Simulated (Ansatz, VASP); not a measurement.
# Ti: VASP beside Ansatz

```
CELL_PARAMETERS angstrom
-1.52486 1.60512 1.60512
1.52486 -1.60512 1.60512
1.52486 1.60512 -1.60512
ATOMIC_POSITIONS crystal
Ti 0.00000 0.00000 0.00000
```

Change from the starting cell: strain -0.0500 x Voigt [1, 0, 0, 0, 0, 0], atoms carried along.

Alike in both runs: task single point; functional PBEsol; k mesh 26 × 26 × 26; occupations gaussian, width 0.15 eV; no spin polarisation.

|  | VASP | Ansatz |
| --- | --- | --- |
| version | VASP 6.6.1 | Ansatz 0.2.0 |
| potentials or method | VASP PAW PBE potentials, release 64 (Ti_sv), cutoff 520 eV | scalar-relativistic, plane waves, PAW |
| valence electrons in the cell | 12 | 12 |

|  | VASP | Ansatz | Ansatz less VASP |
| --- | --- | --- | --- |
| gap on the k mesh at the Fermi level (eV) | none | none | - |
| pressure (GPa) | 6.0 | 6.4 | +0.37 |
| traceless stress, the component that is largest in VASP (GPa) | -0.94 | -0.93 | +0.004 |

VASP's potentials were made for PBE, not for PBEsol. A gap of «none» marks a metal or a gap that the smearing closes.
